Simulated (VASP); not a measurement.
# SiNi (Pnma) in VASP: a series of runs, part 2 of 2

VASP 6.6.1. Earlier steps stand in the parts before.

## (3) Single point, PBE

This run uses another cell than the first one, of 12.22 Å³/atom.

INCAR reads:

```
SYSTEM = SiNi
PREC = Accurate
ENCUT = 520
EDIFF = 1E-7
ISMEAR = 0
SIGMA = 0.1
LREAL = .False.
LASPH = .True.
NELM = 60
ALGO = Normal
ISIF = 2
LWAVE = .False.
LCHARG = .False.
GGA = PE
NBANDS = 38
```

KPOINTS reads:

```
Automatic mesh
0
Gamma
  8 10 6
  0 0 0
```

POSCAR reads:

```
SiNi
1.0
    5.1540862251      0.0000000000      0.0000000000
    0.0000000000      3.3754898118      0.0000000000
    0.0000000000      0.0000000000      5.6197143914
Si Ni
4 4
Direct
    0.3212470323      0.7500000000      0.0840781143
    0.1787529677      0.2500000000      0.5840781143
    0.8212470323      0.7500000000      0.4159218857
    0.6787529677      0.2500000000      0.9159218857
    0.0082176506      0.2500000000      0.1884869083
    0.4917823494      0.7500000000      0.6884869083
    0.5082176506      0.2500000000      0.3115130917
    0.9917823494      0.7500000000      0.8115130917
```

Potentials or basis: VASP PAW PBE potentials, release 64 (Si, Ni).

On the command line:

```
$ cat potpaw_PBE.64/Si/POTCAR potpaw_PBE.64/Ni/POTCAR > POTCAR
$ mpirun -np 1 vasp_std > vasp.out
```

OUTCAR:

```text
SYSTEM = SiNi
   PREC = Accurate
   ENCUT = 520
   EDIFF = 1E-7
   ISMEAR = 0
   LREAL = .False.
   LASPH = .True.
   NELM = 60
   ISIF = 2
   GGA = PE

 ion  position               nearest neighbor table
   1  0.321  0.750  0.084-   8 2.29   7 2.33   7 2.33   6 2.39   5 2.41   5 2.41   4 2.67   4 2.67

   2  0.179  0.250  0.584-   7 2.29   8 2.33   8 2.33   5 2.39   6 2.41   6 2.41   3 2.67   3 2.67

   3  0.821  0.750  0.416-   6 2.29   5 2.33   5 2.33   8 2.39   7 2.41   7 2.41   2 2.67   2 2.67

   4  0.679  0.250  0.916-   5 2.29   6 2.33   6 2.33   7 2.39   8 2.41   8 2.41   1 2.67   1 2.67

   5  0.008  0.250  0.188-   4 2.29   3 2.33   3 2.33   2 2.39   1 2.41   1 2.41   7 2.67   7 2.67
                             8 2.71   8 2.71
   6  0.492  0.750  0.688-   3 2.29   4 2.33   4 2.33   1 2.39   2 2.41   2 2.41   8 2.67   8 2.67
                             7 2.71   7 2.71
   7  0.508  0.250  0.312-   2 2.29   1 2.33   1 2.33   4 2.39   3 2.41   3 2.41   5 2.67   5 2.67
                             6 2.71   6 2.71
   8  0.992  0.750  0.812-   1 2.29   2 2.33   2 2.33   3 2.39   4 2.41   4 2.41   6 2.67   6 2.67
                             5 2.71   5 2.71

  LATTYP: Found a simple orthorhombic cell.
 ALAT       =     3.3754898118
[... 201 lines left out ...]
 cond. band min:      10.3275256777   @ k =   0.2500   0.5000   0.0000
 fundamental gap:      0.0436463718
 Fermi energy:        10.2972618276

 k-point     1 :       0.0000    0.0000    0.0000
  band No.  band energies     occupation
      1      -2.6193      2.00000
      2       0.7029      2.00000
      3       1.9848      2.00000
      4       2.5670      2.00000
      5       3.8648      2.00000
      6       4.3325      2.00000
[... 973 lines left out ...]
     37      16.2414      0.00000
     38      16.8262      0.00000

 [... further k-points ...]
[... 5 lines left out ...]
  --------------------------------------------------------------------------------------
  -------------------------------------------------------------------------------------
  Total        0.0471802     -0.0402844      0.0491276      0.0000000      0.0000000      0.0000000
  in kB        0.7731561     -0.6601530      0.8050688      0.0000000      0.0000000      0.0000000
  external PRESSURE =       0.3060240 kB  Pullay stress =       0.0000000 kB

 VOLUME and BASIS-vectors are now :
 -----------------------------------------------------------------------------
  energy-cutoff  :      520.00
  volume of cell :       97.77
      direct lattice vectors                 reciprocal lattice vectors
     5.154086225  0.000000000  0.000000000     0.194020813  0.000000000  0.000000000
     0.000000000  3.375489812  0.000000000     0.000000000  0.296253301  0.000000000
     0.000000000  0.000000000  5.619714391     0.000000000  0.000000000  0.177944986

 POSITION                                       TOTAL-FORCE (eV/Angst)
 -----------------------------------------------------------------------------------
      1.65573      2.53162      0.47249         0.001148      0.000000      0.002490
      0.92131      0.84387      3.28235        -0.001148      0.000000      0.002490
      4.23278      2.53162      2.33736         0.001148      0.000000     -0.002490
      3.49835      0.84387      5.14722        -0.001148      0.000000     -0.002490
      0.04235      0.84387      1.05924         0.013261     -0.000000     -0.001860
      2.53469      2.53162      3.86910        -0.013261     -0.000000     -0.001860
      2.61940      0.84387      1.75061         0.013261      0.000000      0.001860
      5.11173      2.53162      4.56047        -0.013261      0.000000      0.001860
 -----------------------------------------------------------------------------------
    total drift:                                0.000000     -0.000000      0.000000

  FREE ENERGIE OF THE ION-ELECTRON SYSTEM (eV)
  ---------------------------------------------------
  free  energy   TOTEN  =       -47.6081554744 eV

  energy  without entropy=      -47.6003725149  energy(sigma->0) =      -47.60426399
```

OSZICAR:

```text
N       E                     dE             d eps       ncg     rms          rms(c)
DAV:   1     0.368875128688E+03    0.36888E+03   -0.24284E+04  9120   0.173E+03
DAV:   2    -0.228916572867E+02   -0.39177E+03   -0.37555E+03  9126   0.364E+02
DAV:   3    -0.535907073909E+02   -0.30699E+02   -0.29574E+02 10258   0.121E+02
DAV:   4    -0.546168157003E+02   -0.10261E+01   -0.10197E+01 10762   0.203E+01
DAV:   5    -0.546520087878E+02   -0.35193E-01   -0.35180E-01 11240   0.363E+00    0.279E+01
DAV:   6    -0.645551793986E+02   -0.99032E+01   -0.13410E+02 10588   0.171E+02    0.379E+01
DAV:   7    -0.475972771754E+02    0.16958E+02   -0.43318E+01 10686   0.106E+02    0.609E+00
DAV:   8    -0.477200852585E+02   -0.12281E+00   -0.65426E+00 13366   0.200E+01    0.386E+00
DAV:   9    -0.476104128723E+02    0.10967E+00   -0.58746E-01 11348   0.980E+00    0.771E-01
DAV:  10    -0.476095349611E+02    0.87791E-03   -0.23083E-02 11074   0.166E+00    0.485E-01
DAV:  11    -0.476082028111E+02    0.13321E-02   -0.44952E-03 12838   0.829E-01    0.115E-01
DAV:  12    -0.476082001387E+02    0.26724E-05   -0.32207E-04 10584   0.119E-01    0.669E-02
DAV:  13    -0.476081553920E+02    0.44747E-04   -0.72518E-05 14174   0.102E-01    0.203E-02
DAV:  14    -0.476081556672E+02   -0.27523E-06   -0.17124E-05 10278   0.214E-02    0.461E-03
DAV:  15    -0.476081550385E+02    0.62878E-06   -0.51222E-07 10100   0.471E-03    0.306E-03
DAV:  16    -0.476081553841E+02   -0.34563E-06   -0.12225E-07  5796   0.490E-03    0.738E-04
DAV:  17    -0.476081554744E+02   -0.90324E-07   -0.61949E-08  5352   0.170E-03
   1 F= -.47608155E+02 E0= -.47604264E+02  d E =-.778296E-02
```

stdout:

```text
POSCAR found type information on POSCAR SiNi
 POSCAR found :  2 types and       8 ions
 scaLAPACK will be used
 LDA part: xc-table for (Slater+PW92), standard interpolation
 POSCAR, INCAR and KPOINTS ok, starting setup
 FFT: planning ... GRIDC
 FFT: planning ... GRID_SOFT
 FFT: planning ... GRID
 WAVECAR not read
 entering main loop
```

Wall time 15 min (1 thread of Intel Xeon 8259CL, shared host); peak memory 0.45 GiB.

Results:

| Quantity | Value |
| --- | --- |
| Free energy | -47.6082 eV |
| Pressure | 0.0 GPa |
| Largest force | 0.013 eV/Å |
| Band gap on the k mesh | zero (bands 28 and 29 overlap by 1.80 eV) |

Forces on the atoms (eV/Å):
```
Si   0.001  0.000  0.002
Si  -0.001  0.000  0.002
Si   0.001  0.000 -0.002
Si  -0.001  0.000 -0.002
Ni   0.013  0.000 -0.002
Ni  -0.013  0.000 -0.002
Ni   0.013  0.000  0.002
Ni  -0.013  0.000  0.002
```

Levels at points of the mesh, in eV from the Fermi level:
```tsv
k point	band 26	band 27	band 28	band 29	band 30	band 31
(0.00, 0.00, 0.00)	-1.14	-1.12	-0.94	0.62	1.23	3.29
(0.50, 0.00, 0.00)	-1.83	1.03	1.03	1.08	1.08	3.63
(0.00, 0.50, 0.00)	-1.87	-1.39	-1.39	-0.61	-0.61	1.97
(0.50, 0.50, 0.00)	-1.67	-1.67	-1.67	0.44	0.44	0.44
(0.00, 0.00, 0.50)	-1.43	-0.26	-0.26	0.92	0.92	3.21
(0.50, 0.00, 0.50)	-1.02	0.75	0.75	2.28	2.28	2.75
(0.00, 0.50, 0.50)	-1.95	-1.68	-1.68	0.15	0.15	1.26
(0.50, 0.50, 0.50)	-1.86	-1.86	-1.86	2.50	2.50	2.50
```

Spin polarisation is off, so any magnetic state and its effect on volume and gap are missing.

## (4) Single point, PBE

This run uses another cell than the first one, of 12.24 Å³/atom.

INCAR reads:

```
PREC     = Accurate       # precision mode
ENCUT    = 520            # plane-wave cutoff, eV
EDIFF    = 1E-6           # SCF threshold, eV
ISMEAR   = -1             # smearing method
SIGMA    = 0.15           # smearing width, eV
LREAL    = F              # projectors in reciprocal space
LASPH    = T              # aspherical terms in the spheres
NELM     = 80             # most SCF steps
ALGO     = Normal         # electronic algorithm
ISIF     = 2              # what is computed and relaxed
LWAVE    = F              # write WAVECAR
LCHARG   = T              # write CHGCAR
GGA      = PE             # functional
LELF     = T              # ELF
LVHAR    = T            
NBANDS   = 38             # bands
```

KPOINTS reads:

```
Automatic mesh
0
Gamma
  8 10 6
```

POSCAR reads:

```
SiNi
1.0
    5.1766382980      0.0000000000      0.0000000000
    0.0000000000      3.3551508194      0.0000000000
    0.0000000000      0.0000000000      5.6374547187
Si Ni
4 4
Direct
    0.3208622683      0.7500000000      0.0826390017
    0.1791377317      0.2500000000      0.5826390017
    0.8208622683      0.7500000000      0.4173609983
    0.6791377317      0.2500000000      0.9173609983
    0.0079803471      0.2500000000      0.1887436909
    0.4920196529      0.7500000000      0.6887436909
    0.5079803471      0.2500000000      0.3112563091
    0.9920196529      0.7500000000      0.8112563091
```

On the command line:

```
$ cat potpaw_PBE.64/Si/POTCAR potpaw_PBE.64/Ni/POTCAR > POTCAR
$ mpirun -np 1 vasp_std > vasp.out
```

It took 15 min on 1 thread of Intel Xeon 8259CL, shared host; peak memory 0.45 GiB.

It converged, with:

| Property | Result |
| --- | --- |
| Free energy | -47.6820 eV |
| Pressure | 0.0 GPa |
| Largest force | 0.010 eV/Å |
| Band gap on the k mesh | zero (bands 28 and 29 overlap by 1.76 eV) |

Forces on the atoms (eV/Å):
```
Si   0.000  0.000  0.001
Si   0.000  0.000  0.001
Si   0.000  0.000 -0.001
Si   0.000  0.000 -0.001
Ni   0.010  0.000 -0.002
Ni  -0.010  0.000 -0.002
Ni   0.010  0.000  0.002
Ni  -0.010  0.000  0.002
```

Stress tensor (GPa, compression positive):
```
 0.05  0.00  0.00
 0.00 -0.12  0.00
 0.00  0.00  0.05
```

Levels at points of the mesh, in eV from the Fermi level:
| k point | band 25 | band 26 | band 27 | band 28 | band 29 | band 30 | band 31 | band 32 |
| --- | --- | --- | --- | --- | --- | --- | --- | --- |
| (0.00, 0.00, 0.00) | -1.86 | -1.16 | -0.99 | -0.97 | 0.58 | 1.19 | 3.36 | 3.95 |
| (0.50, 0.00, 0.00) | -1.84 | -1.84 | 0.96 | 0.96 | 1.17 | 1.17 | 3.70 | 3.70 |
| (0.00, 0.50, 0.00) | -1.85 | -1.85 | -1.41 | -1.41 | -0.62 | -0.62 | 1.95 | 1.95 |
| (0.50, 0.50, 0.00) | -1.68 | -1.68 | -1.68 | -1.68 | 0.43 | 0.43 | 0.43 | 0.43 |
| (0.00, 0.00, 0.50) | -1.47 | -1.47 | -0.29 | -0.29 | 1.01 | 1.01 | 3.21 | 3.21 |
| (0.50, 0.00, 0.50) | -1.07 | -1.07 | 0.70 | 0.70 | 2.34 | 2.34 | 2.77 | 2.77 |
| (0.00, 0.50, 0.50) | -1.93 | -1.93 | -1.70 | -1.70 | 0.13 | 0.13 | 1.26 | 1.26 |
| (0.50, 0.50, 0.50) | -1.86 | -1.86 | -1.86 | -1.86 | 2.48 | 2.48 | 2.48 | 2.48 |

Spin polarisation is off, so any magnetic state and its effect on volume and gap are missing.

## (5) The runs side by side

```tsv
cell	k mesh	smearing	gap on the mesh (eV)	pressure (GPa)	largest force (eV/Å)
a = 5.173, b = 3.338, c = 5.605 Å, 8 atoms, atomic positions A	4 × 6 × 4	gaussian 0.1 eV	none	1.8	0.03
a = 5.154, b = 3.375, c = 5.620 Å, 8 atoms, atomic positions B	8 × 10 × 6	gaussian 0.1 eV	none	0.0	0.01
a = 5.177, b = 3.355, c = 5.637 Å, 8 atoms, atomic positions C	8 × 10 × 6	fermi-dirac 0.15 eV	none	0.0	0.01
```

Alike in all rows: task single point; level PBE; potentials or basis VASP PAW PBE potentials, release 64 (Si, Ni); no spin polarisation; cutoff (eV) 520.

Total energies depend on the potentials used, so only differences within one code and one set of settings carry meaning.

The gap in the log of VASP goes by the Fermi energy; the results here count the filled bands.